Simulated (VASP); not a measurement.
# BiTe (I4/mmm) in VASP: notebook

Runs on BiTe. Level: PBEsol. Tasks: single point.

All numbers are computed with VASP 6.6.1; they aren't measurements. Logs are shortened: lines on timing, memory, paths and dates and some standing lists are left out, and cuts for length are marked.

### 1 The cell of the first run

Symmetry: I4/mmm, No. 139, tetragonal system. Conventional cell: a = 4.575 Å, b = 4.575 Å, c = 6.664 Å, α = 90.00°, β = 90.00°, γ = 90.00°. Bi (site symmetry 4/mmm) has 6 Te at 3.23 to 3.33 Å within 4.3 Å. Within 4.3 Å of Te (site symmetry 4/mmm) lie 6 Bi at 3.23 to 3.33 Å.

### 2 Single point, PBEsol (strain +0.000 along x and y, +0.030 along z)

File INCAR:

```
PREC = Accurate ; ENCUT = 520
EDIFF = 1E-6 ; ISMEAR = 0
SIGMA = 0.15 ; LREAL = F
LASPH = T ; NELM = 80
ALGO = Normal ; ISIF = 2
LWAVE = F ; LCHARG = F
GGA = PS ; NBANDS = 18
```

File KPOINTS:

```
Automatic mesh
0
Gamma
  14 14 14
```

File POSCAR:

```
BiTe
1.0
    0.0000000000      3.2350000000      3.3320500000
    3.2350000000      0.0000000000      3.3320500000
    3.2350000000      3.2350000000      0.0000000000
Bi Te
1 1
Direct
    0.0000000000      0.0000000000      0.0000000000
    0.5000000000      0.5000000000      0.5000000000
```

Potentials or basis: VASP PAW PBE potentials, release 64 (Bi_d, Te).

Launch:

```console
> cat potpaw_PBE.64/Bi_d/POTCAR potpaw_PBE.64/Te/POTCAR > POTCAR
> mpirun -np 1 vasp_std > vasp.out
```

OUTCAR:

```text
PREC = Accurate
   ENCUT = 520
   EDIFF = 1E-6
   ISMEAR = 0
   LREAL = F
   LASPH = T
   NELM = 80
   ISIF = 2
   GGA = PS

 ion  position               nearest neighbor table
   1  0.000  0.000  0.000-   2 3.23   2 3.23   2 3.23   2 3.23   2 3.33   2 3.33
   2  0.500  0.500  0.500-   1 3.23   1 3.23   1 3.23   1 3.23   1 3.33   1 3.33

  LATTYP: Found a body centered tetragonal cell.
 ALAT       =     4.5749808743
 C/A-ratio  =     1.4566399692

  Lattice vectors:

 A1 = (  -3.2350000000,   0.0000000000,   3.3320500000)
 A2 = (   3.2350000000,   0.0000000000,   3.3320500000)
 A3 = (   0.0000000000,   3.2350000000,  -3.3320500000)

Analysis of symmetry for initial positions (statically):
=====================================================================
 Subroutine PRICEL returns:
 Original cell was already a primitive cell.

 Routine SETGRP: Setting up the symmetry group for a
 body centered tetragonal supercell.

 Subroutine GETGRP returns: Found 16 space group operations
 (whereof 16 operations were pure point group operations)
 out of a pool of 16 trial point group operations.

The static configuration has the point symmetry D_4h.

Analysis of symmetry for dynamics (positions and initial velocities):
=====================================================================
 Subroutine PRICEL returns:
 Original cell was already a primitive cell.

 Routine SETGRP: Setting up the symmetry group for a
 body centered tetragonal supercell.

 Subroutine GETGRP returns: Found 16 space group operations
 (whereof 16 operations were pure point group operations)
 out of a pool of 16 trial point group operations.

The dynamic configuration has the point symmetry D_4h.

 Subroutine INISYM returns: Found 16 space group operations
 (whereof 16 operations are pure point group operations),
 and found     1 'primitive' translations

----------------------------------------------------------------------------------------

                                     Primitive cell

  volume of cell :      69.7413

  direct lattice vectors                    reciprocal lattice vectors
     0.000000000  3.235000000  3.332050000    -0.154559505  0.154559505  0.150057772
[... 78 lines left out ...]
   ISTART =      0    job   : 0-new  1-cont  2-samecut
   ICHARG =      2    charge: 1-file 2-atom 10-const
   ISPIN  =      1    spin polarized calculation?
   LNONCOLLINEAR =      F non collinear calculations
   LSORBIT =      F    spin-orbit coupling
   LASPH  =      T    aspherical Exc in radial PAW
   ENCUT  =  520.0 eV  38.22 Ry    6.18 a.u.   8.63  8.63  8.51*2*pi/ulx,y,z
   NELM   =     80;   NELMIN=  2; NELMDL= -5     # of ELM steps
   EDIFF  = 0.1E-05   stopping-criterion for ELM
   LREAL  =      F    real-space projection
   EDIFFG = 0.1E-04   stopping-criterion for IOM
   NSW    =      0    number of steps for IOM
   IBRION =     -1    ionic relax: 0-MD 1-quasi-New 2-CG
   NFREE  =      0    steps in history (QN), initial steepest desc. (CG)
   ISIF   =      2    stress and relaxation
   ISYM   =      2    0-nonsym 1-usesym 2-fastsym
   POTIM  = 0.5000    time-step for ionic-motion
   TEBEG  =    0.0;   TEEND  =   0.0 temperature during run
   PSTRESS=    0.0 pullay stress
   NELECT =      21.0000    total number of electrons
   NUPDOWN=      -1.0000    fix difference up-down
   EMIN   =  10.00;   EMAX   =-10.00  energy-range for DOS
   EFERMI =   0.00;   METHOD = LEGACY
   ISMEAR =     0;   SIGMA  =   0.15  broadening in eV -4-tet -1-fermi 0-gaus
   EFERMI_NEDOS =   21; number of points for ismear=-14 and -15
   IALGO  =     38    algorithm
   IMIX   =      4    mixing-type and parameters
     AMIX     =   0.40;   BMIX     =  1.00
     AMIX_MAG =   1.60;   BMIX_MAG =  1.00
  volume/ion in A,a.u.               =      34.87       235.32
  Fermi-wavevector in a.u.,A,eV,Ry     =   1.097281  2.073561 16.381766  1.204026
  Thomas-Fermi vector in A             =   2.233638
   LORBIT       =      0    0 simple, 1 ext, 2 COOP (PROOUT), +10 PAW based schemes
   GGA     = PS    functional components
   LHFCALC =     F    Hartree Fock is set to
   AEXX    =    0.0000 exact exchange contribution
   IVDW    =     0    specifies the selected vdW correction
   LEPSILON=     F    determine dielectric tensor
   LRPA    =     F    only Hartree local field effects (RPA)
 non-spin polarized calculation
 Gauss-broadening in eV      SIGMA  =   0.15
  energy-cutoff  :      520.00
  volume of cell :       69.74
 maximum number of plane-waves:      1903
   NGX = 17   NGY = 17   NGZ = 17

 number of electron      20.9999997 magnetization

 Free energy of the ion-electron system (eV)
  ---------------------------------------------------
  ext. energy  EPLUGINS =         0.00000000
  ---------------------------------------------------
  free energy    TOTEN  =        -7.94427707 eV

  energy without entropy =       -7.92788437  energy(sigma->0) =       -7.93608072

 E-fermi :   6.1248     XC(G=0):  -9.4626

 val. band max:        6.1225153702   @ k =   0.3571  -0.0000   0.0000
 cond. band min:       6.1318014791   @ k =  -0.2857   0.0000   0.2143
 fundamental gap:      0.0092861088
 Fermi energy:         6.1248052545

 k-point     1 :       0.0000    0.0000    0.0000
  band No.  band energies     occupation
      1     -16.9249      2.00000
      2     -16.9216      2.00000
      3     -16.9089      2.00000
      4     -16.9089      2.00000
      5     -16.9078      2.00000
      6      -7.2049      2.00000
[... 481 lines left out ...]
      5     -16.9053      2.00000
      6      -6.6246      2.00000
[... 10 lines left out ...]
     17      13.9916      0.00000
     18      14.3129      0.00000

 [... further k-points ...]

------------------------ aborting loop because EDIFF is reached ----------------------------------------

  FORCE on cell =-STRESS in cart. coord.  units (eV):
  Direction    XX          YY          ZZ          XY          YZ          ZX
  --------------------------------------------------------------------------------------
  -------------------------------------------------------------------------------------
  Total       -0.9973810     -0.9973810     -1.8335163      0.0000000     -0.0000000     -0.0000000
  in kB      -22.9129807    -22.9129807    -42.1216419      0.0000000     -0.0000000     -0.0000000
  external PRESSURE =     -29.3158677 kB  Pullay stress =       0.0000000 kB

 VOLUME and BASIS-vectors are now :
 -----------------------------------------------------------------------------
  energy-cutoff  :      520.00
  volume of cell :       69.74
      direct lattice vectors                 reciprocal lattice vectors
     0.000000000  3.235000000  3.332050000    -0.154559505  0.154559505  0.150057772
     3.235000000  0.000000000  3.332050000     0.154559505 -0.154559505  0.150057772
     3.235000000  3.235000000  0.000000000     0.154559505  0.154559505 -0.150057772

 POSITION                                       TOTAL-FORCE (eV/Angst)
 -----------------------------------------------------------------------------------
      0.00000      0.00000      0.00000         0.000000     -0.000000     -0.000000
      3.23500      3.23500      3.33205        -0.000000      0.000000      0.000000
 -----------------------------------------------------------------------------------
    total drift:                               -0.000000      0.000000      0.000000

  FREE ENERGIE OF THE ION-ELECTRON SYSTEM (eV)
  ---------------------------------------------------
  free  energy   TOTEN  =        -7.9442770691 eV

  energy  without entropy=       -7.9278843734  energy(sigma->0) =       -7.93608072
```

It took 98 s on 1 thread of Intel Xeon 6975P-C (Granite Rapids), shared host; peak memory 0.44 GiB.

Results:

| Property | Result |
| --- | --- |
| Free energy | -7.9443 eV |
| Pressure | -2.9 GPa |
| Band gap on the k mesh | zero (an odd number of electrons rules out a gap without spin polarisation) |

Caveat: the cell differs from its parent crystal (strain +0.000 along x and y, +0.030 along z); the PAW data sets were made with another functional, which shifts forces and pressure a little; spin-orbit coupling is left out, which moves the levels of the heavy elements.

### 3 Single point, PBEsol (strain +0.015 along x and y, +0.000 along z)

File INCAR:

```
SYSTEM = BiTe
PREC = Accurate
ENCUT = 520
EDIFF = 1E-6
ISMEAR = 0
SIGMA = 0.15
LREAL = .FALSE.
LASPH = .TRUE.
NELM = 80
ALGO = Normal
ISIF = 2
LWAVE = .FALSE.
LCHARG = .FALSE.
GGA = PS
NBANDS = 18
```

File KPOINTS:

```
Automatic mesh
0
G
  14 14 14
  0 0 0
```

File POSCAR:

```
BiTe
1.0
    0.0000000000      3.2835250000      3.2350000000
    3.2835250000      0.0000000000      3.2350000000
    3.2835250000      3.2835250000      0.0000000000
Bi Te
1 1
Direct
    0.0000000000      0.0000000000      0.0000000000
    0.5000000000      0.5000000000      0.5000000000
```

Potentials or basis: VASP PAW PBE potentials, release 64 (Bi_d, Te).

Launch:

```console
> cat potpaw_PBE.64/Bi_d/POTCAR potpaw_PBE.64/Te/POTCAR > POTCAR
> mpirun -np 1 vasp_std > vasp.out
```

Run time: 98 s. Hardware: 1 thread of Intel Xeon 6975P-C (Granite Rapids), shared host; peak memory 0.44 GiB.

Results (log left out):

| Property | Result |
| --- | --- |
| Free energy | -7.9500 eV |
| Pressure | -3.0 GPa |
| Band gap on the k mesh | zero (an odd number of electrons rules out a gap without spin polarisation) |

Stress tensor (GPa, compression positive):
```
-3.35  0.00  0.00
 0.00 -3.35  0.00
 0.00  0.00 -2.27
```

Levels at points of the mesh, in eV from the Fermi level:
```
           k point  band 8  band 9  band 10  band 11  band 12  band 13
(0.00, 0.00, 0.00)   -2.58   -2.38    -2.38     1.98     1.98     2.32
(0.50, 0.00, 0.00)   -1.85   -1.83    -1.60    -0.85    -0.60    -0.56
(0.50, 0.50, 0.00)   -5.51   -3.88    -3.88     2.26     3.42     3.42
(0.50, 0.00, 0.50)   -5.45   -3.96    -3.77     2.29     3.30     3.65
```

Caveat: the cell differs from its parent crystal (strain +0.015 along x and y, +0.000 along z); the PAW data sets were made with another functional, which shifts forces and pressure a little; spin-orbit coupling is left out, which moves the levels of the heavy elements.
